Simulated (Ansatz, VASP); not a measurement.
**One calculation of ZnSe, two programs**

File INCAR:

```
PREC = Accurate ; ENCUT = 520
EDIFF = 1E-7 ; ISMEAR = 0
SIGMA = 0.05 ; LREAL = False
LASPH = True ; NELM = 60
ALGO = Normal ; ISIF = 2
LWAVE = False ; LCHARG = False
GGA = PE ; IVDW = 12
NBANDS = 16
```

Contents of KPOINTS:

```
Automatic mesh
0
Gamma
  8 8 8
```

Contents of POSCAR:

```
ZnSe
1.0
    0.0000000000      2.7892724420      2.7892724420
    2.7892724420      0.0000000000      2.7892724420
    2.7892724420      2.7892724420      0.0000000000
Zn Se
1 1
Direct
    0.0000000000      0.0000000000      0.0000000000
    0.7500000000      0.7500000000      0.7500000000
```

Input for Ansatz:

```yaml
crystal:
  lattice:
    - [0.0, 2.789272442, 2.789272442]
    - [2.789272442, 0.0, 2.789272442]
    - [2.789272442, 2.789272442, 0.0]
  atoms:
    - { symbol: Zn, position: [0.0, 0.0, 0.0] }
    - { symbol: Se, position: [0.75, 0.75, 0.75] }
basis:
  ecutwfc: 420
  ecutrho_ratio: 4
kpoints:
  mp_grid: { grid: [8, 8, 8] }
hamiltonian:
  xc: pbe
  dispersion: d3bj
scf:
  occupations: { method: gaussian, width: 0.05 }
output:
  forces: true
  stress: true
  eigenvalues: true
```

Alike in both runs: task single point; functional PBE; dispersion D3(BJ); k mesh 8 × 8 × 8; occupations gaussian, width 0.05 eV; no spin polarisation.

|  | VASP | Ansatz |
| --- | --- | --- |
| version | VASP 6.6.1 | Ansatz 0.2.0 |
| potentials or method | VASP PAW PBE potentials, release 64 (Zn, Se), cutoff 520 eV | scalar-relativistic, plane waves, PAW |
| valence electrons in the cell | 18 | 28 |

VASP gave:

| Quantity | Value |
| --- | --- |
| gap on the k mesh at the Fermi level (eV) | 1.49 |
| least direct gap on the mesh (eV) | 1.49 |
| pressure (GPa) | 3.1 |

Problem. What did Ansatz give for the same quantities?

Solution. gap on the k mesh at the Fermi level (eV): 1.48; least direct gap on the mesh (eV): 1.48; pressure (GPa): 2.8.

VASP's potentials hold 18 valence electrons a cell and Ansatz's 28, so a difference there can come from the potentials and not from the codes.
